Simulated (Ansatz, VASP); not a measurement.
## Br in VASP and in Ansatz

```
CELL_PARAMETERS angstrom
3.49402 -2.07575 0.00000
3.49402 2.07575 0.00000
0.00000 0.00000 8.57284
ATOMIC_POSITIONS crystal
Br 0.15098 0.84902 0.11910
Br 0.65098 0.34902 0.38090
Br 0.84902 0.15098 0.88090
Br 0.34902 0.65098 0.61910
```

Alike in both runs: functional PBE; dispersion D3(BJ); k mesh 8 × 8 × 4; occupations gaussian, width 0.02 eV; no spin polarisation.

Ansatz relaxed the structure, and its values are those at the end. VASP's run is a single point on that final structure, the one shown.

```csv
,VASP,Ansatz
version,VASP 6.6.1,Ansatz 0.2.0
potentials or method,"VASP PAW PBE potentials, release 64 (Br), cutoff 520 eV","scalar-relativistic, plane waves, PAW"
valence electrons in the cell,28,28
```

Ansatz gave:

| Item | Value |
| --- | --- |
| gap on the k mesh at the Fermi level (eV) | 1.33 |
| least direct gap on the mesh (eV) | 1.37 |
| pressure (GPa) | 0.0 |
| rms of the force components (eV/Å) | 0.003 |

Estimate VASP's values.

gap on the k mesh at the Fermi level (eV): 1.33; least direct gap on the mesh (eV): 1.37; pressure (GPa): 0.0; rms of the force components (eV/Å): 0.005.
